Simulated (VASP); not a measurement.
# TaN (Fm-3m) in VASP: a series of runs, part 2 of 3

VASP 6.6.1. The steps go on from the part before.

**4. Relaxation of cell and atoms, r2SCAN+U**

POSCAR reads:

```
TaN
1.0
    0.0000000000      2.1790013100      2.1790013100
    2.1790013100      0.0000000000      2.1790013100
    2.1790013100      2.1790013100      0.0000000000
Ta N
1 1
Direct
    0.5000000000      0.5000000000      0.5000000000
    0.0000000000      0.0000000000      0.0000000000
```

INCAR.step1 reads:

```
SYSTEM = TaN
ALGO = Normal
EDIFF = 1E-4
ENCUT = 600
GGA = PE
ISMEAR = -1
LASPH = .TRUE.
LCHARG = .FALSE.
LDAU = .TRUE.
LDAUJ = 0 0
LDAUL = 2 -1
LDAUTYPE = 2
LDAUU = 6 0
LMAXMIX = 4
LREAL = .FALSE.
LWAVE = .TRUE.
NELM = 150
PREC = Accurate
SIGMA = 0.05
```

INCAR.step2 reads:

```
SYSTEM = TaN
ALGO = Normal
EDIFF = 1E-6
EDIFFG = -0.01
ENCUT = 600
IBRION = 2
ISIF = 3
ISMEAR = -1
ISTART = 1
LASPH = .TRUE.
LCHARG = .FALSE.
LDAU = .TRUE.
LDAUJ = 0 0
LDAUL = 2 -1
LDAUPRINT = 1
LDAUTYPE = 2
LDAUU = 6 0
LMAXMIX = 4
LMIXTAU = .TRUE.
LREAL = .FALSE.
LWAVE = .FALSE.
METAGGA = R2SCAN
NELM = 150
NSW = 60
PREC = Accurate
SIGMA = 0.05
```

KPOINTS reads:

```
k-points
0
G
  10 10 10
  0 0 0
```

Potentials or basis: VASP PAW PBE potentials, release 64 (Ta_pv, N).

Command:

```console
$ cat potpaw_PBE.64/Ta_pv/POTCAR potpaw_PBE.64/N/POTCAR > POTCAR
$ cp INCAR.step1 INCAR
$ mpirun -np 1 vasp_std > vasp.out
$ cp INCAR.step2 INCAR
$ mpirun -np 1 vasp_std > vasp.out
```

OUTCAR:

```text
SYSTEM = TaN
   EDIFF = 1E-6
   EDIFFG = -0.01
   ENCUT = 600
   IBRION = 2
   ISIF = 3
   ISMEAR = -1
   ISTART = 1
   LASPH = .TRUE.
   LREAL = .FALSE.
   METAGGA = R2SCAN
   NELM = 150
   NSW = 60
   PREC = Accurate

 ion  position               nearest neighbor table
   1  0.500  0.500  0.500-   2 2.18   2 2.18   2 2.18   2 2.18   2 2.18   2 2.18
   2  0.000  0.000  0.000-   1 2.18   1 2.18   1 2.18   1 2.18   1 2.18   1 2.18

  LATTYP: Found a face centered cubic cell.
 ALAT       =     4.3580026200

  Lattice vectors:

 A1 = (   0.0000000000,   2.1790013100,   2.1790013100)
 A2 = (   2.1790013100,   0.0000000000,   2.1790013100)
 A3 = (   2.1790013100,   2.1790013100,   0.0000000000)

Analysis of symmetry for initial positions (statically):
=====================================================================
 Subroutine PRICEL returns:
 Original cell was already a primitive cell.

 Routine SETGRP: Setting up the symmetry group for a
 face centered cubic supercell.

 Subroutine GETGRP returns: Found 48 space group operations
 (whereof 48 operations were pure point group operations)
[... 743 lines left out ...]
  o =  0.1706  v =  0.0000  0.0000 -1.0000  0.0000  0.0091  0.0000  0.0000  0.0000  0.0000  0.0000      0.0000  0.0000  0.0000  0.0000  0.0000  0.0000  0.0000  0.0000  0.0000  0.0000
  o =  0.2533  v =  0.0000  0.9258  0.0000  0.3779  0.0000  0.0000  0.0000  0.0000  0.0000  0.0000      0.0000  0.0000  0.0000  0.0000  0.0000  0.0000  0.0000  0.0000  0.0000  0.0000
  o =  0.2533  v =  0.0000  0.0000  0.0000  0.0000  0.0000  0.0000  0.9258  0.0000  0.3779  0.0000      0.0000  0.0000  0.0000  0.0000  0.0000  0.0000  0.0000  0.0000  0.0000  0.0000
  o =  0.2533  v =  0.0000  0.3779 -0.0000 -0.9258  0.0000  0.0000  0.0000  0.0000  0.0000  0.0000      0.0000  0.0000  0.0000  0.0000  0.0000  0.0000  0.0000  0.0000  0.0000  0.0000
  o =  0.2533  v =  0.0000  0.0000  0.0000  0.0000  0.0000  0.0000  0.3779 -0.0000 -0.9258  0.0000      0.0000  0.0000  0.0000  0.0000  0.0000  0.0000  0.0000  0.0000  0.0000  0.0000
  o =  0.2533  v =  1.0000  0.0000  0.0000  0.0000  0.0000  0.0000  0.0000  0.0000  0.0000  0.0000      0.0000  0.0000  0.0000  0.0000  0.0000  0.0000  0.0000  0.0000  0.0000  0.0000
  o =  0.2533  v =  0.0000  0.0000  0.0000  0.0000  0.0000  1.0000  0.0000  0.0000  0.0000  0.0000      0.0000  0.0000  0.0000  0.0000  0.0000  0.0000  0.0000  0.0000  0.0000  0.0000

--------------------------------------- Ionic step       17  -------------------------------------------

 number of electron      16.0000001 magnetization

 Free energy of the ion-electron system (eV)
  ---------------------------------------------------
  ext. energy  EPLUGINS =         0.00000000
  ---------------------------------------------------
  free energy    TOTEN  =       -54.28675244 eV

  energy without entropy =      -54.28253000  energy(sigma->0) =      -54.28464122

 E-fermi :   9.7532     XC(G=0): -14.1541

 val. band max:        9.6029038411   @ k =  -0.3000   0.4000   0.2000
 cond. band min:       9.7884381950   @ k =  -0.3000   0.3000   0.1000
 fundamental gap:      0.1855343539
 Fermi energy:         9.7531827159

 k-point     1 :       0.0000    0.0000    0.0000
  band No.  band energies     occupation
      1     -28.8523      2.00000
      2     -28.8523      2.00000
      3     -28.8523      2.00000
      4     -10.2894      2.00000
      5       5.3807      2.00000
      6       5.3807      2.00000
      7       5.3807      2.00000
      8       7.8316      2.00000
      9       7.8316      2.00000
     10       7.8316      2.00000
     11      10.3452      0.00001
     12      10.5037      0.00000
[... 374 lines left out ...]
  FREE ENERGIE OF THE ION-ELECTRON SYSTEM (eV)
  ---------------------------------------------------
  free  energy   TOTEN  =       -54.2867524406 eV

  energy  without entropy=      -54.2825300021  energy(sigma->0) =      -54.28464122

 reached required accuracy - stopping structural energy minimisation
```

OUTCAR.step1:

```text
SYSTEM = TaN
   EDIFF = 1E-4
   ENCUT = 600
   GGA = PE
   ISMEAR = -1
   LASPH = .TRUE.
   LREAL = .FALSE.
[... 584 lines left out ...]
      2.17900      2.17900      2.17900        -0.000000     -0.000000     -0.000000
      0.00000      0.00000      0.00000         0.000000      0.000000      0.000000
 -----------------------------------------------------------------------------------
    total drift:                                0.000000      0.000000      0.000000

  FREE ENERGIE OF THE ION-ELECTRON SYSTEM (eV)
  ---------------------------------------------------
  free  energy   TOTEN  =       -16.3067896213 eV

  energy  without entropy=      -16.3028266621  energy(sigma->0) =      -16.30480814
```

OSZICAR.step1:

```text
N       E                     dE             d eps       ncg     rms          rms(c)
DAV:   1     0.102890261011E+03    0.10289E+03   -0.10199E+04  1136   0.158E+03
DAV:   2    -0.155003434219E+02   -0.11839E+03   -0.11214E+03  1292   0.366E+02
DAV:   3    -0.200096339968E+02   -0.45093E+01   -0.43968E+01  1432   0.655E+01
DAV:   4    -0.200693303520E+02   -0.59696E-01   -0.59488E-01  1328   0.667E+00
DAV:   5    -0.200700636159E+02   -0.73326E-03   -0.73316E-03  1440   0.613E-01    0.249E+01
DAV:   6    -0.164229813537E+02    0.36471E+01   -0.13581E+01  1340   0.372E+01    0.103E+01
DAV:   7    -0.163492186161E+02    0.73763E-01   -0.44103E-01  1256   0.642E+00    0.621E+00
DAV:   8    -0.163126159715E+02    0.36603E-01   -0.18263E-01  1328   0.410E+00    0.878E-01
DAV:   9    -0.163069801148E+02    0.56359E-02   -0.33030E-02  1336   0.149E+00    0.284E-01
DAV:  10    -0.163068435861E+02    0.13653E-03   -0.34004E-03  1328   0.598E-01    0.530E-02
DAV:  11    -0.163067896213E+02    0.53965E-04   -0.18263E-04   996   0.142E-01
   1 F= -.16306790E+02 E0= -.16304808E+02  d E =-.396296E-02
```

It took 11 min on 1 thread of Intel Xeon 8259CL, shared host; peak memory 0.18 GiB.

What came out:

```
Free energy                           : -54.2868 eV
Relaxed volume                        : 11.25 Å³/atom
Relaxed cell                          : a = 3.169 Å, b = 3.169 Å, c = 3.169 Å, α = 60.00°, β = 60.00°, γ = 60.00°
Space group after relaxing (to 0.1 Å) : Fm-3m (No. 225)
Energy gained by relaxing             : 84.5 meV/atom
Ionic steps                           : 17
Pressure after relaxing               : 0.0 GPa
Band gap on the k mesh                : zero (bands 8 and 9 overlap by 3.79 eV)
```

Step by step:
```
step  energy change (eV)  largest force (eV/Å)  pressure (GPa)  volume (Å³)
   1              0.0000                0.0000           32.12        20.69
   2              0.6091                0.0000          -41.15        27.55
   3             -0.1682                0.0000           -1.94        22.65
   4             -0.1690                0.0000           -0.21        22.52
   5             -0.1690                0.0000            0.33        22.49
   6             -0.1690                0.0000            0.33        22.49
   7             -0.1690                0.0000            0.33        22.49
   8             -0.1690                0.0000            0.29        22.49
   9             -0.1690                0.0000            0.28        22.49
  10             -0.1690                0.0000            0.28        22.49
  11             -0.1690                0.0000            0.28        22.49
  12             -0.1690                0.0000            0.28        22.49
  13             -0.1690                0.0000            0.28        22.49
  14             -0.1690                0.0000            0.28        22.49
  15             -0.1690                0.0000            0.27        22.49
  16             -0.1690                0.0000            0.17        22.50
  17             -0.1690                0.0000            0.02        22.51
```

Final structure:
```
CELL_PARAMETERS angstrom
0.00000 2.24097 2.24097
2.24097 0.00000 2.24097
2.24097 2.24097 0.00000
ATOMIC_POSITIONS crystal
Ta 0.50000 0.50000 0.50000
N 0.00000 0.00000 0.00000
```

Levels at points of the mesh, in eV from the Fermi level:
| k point | band 6 | band 7 | band 8 | band 9 | band 10 | band 11 |
| --- | --- | --- | --- | --- | --- | --- |
| (0.00, 0.00, 0.00) | -4.37 | -4.37 | -1.92 | -1.92 | -1.92 | 0.59 |
| (0.50, 0.00, 0.00) | -7.56 | -7.56 | 1.87 | 1.95 | 1.95 | 3.05 |
| (0.50, 0.50, 0.00) | -5.32 | -5.32 | -5.30 | 2.75 | 3.48 | 3.48 |

Eigenvalues of the final occupation matrices:
```tsv
site	spin	trace	eigenvalues
site 1 d	1	1.10	0.17 0.17 0.25 0.25 0.25
site 1 d	2	1.10	0.17 0.17 0.25 0.25 0.25
```

Caveat: the PAW data sets were made with another functional, which shifts forces and pressure a little; spin-orbit coupling is left out, which moves the levels of the heavy elements; U without spin polarisation on a metal has little footing. Zero-point motion and thermal expansion aren't in these numbers.

[end of part 2 of 3]
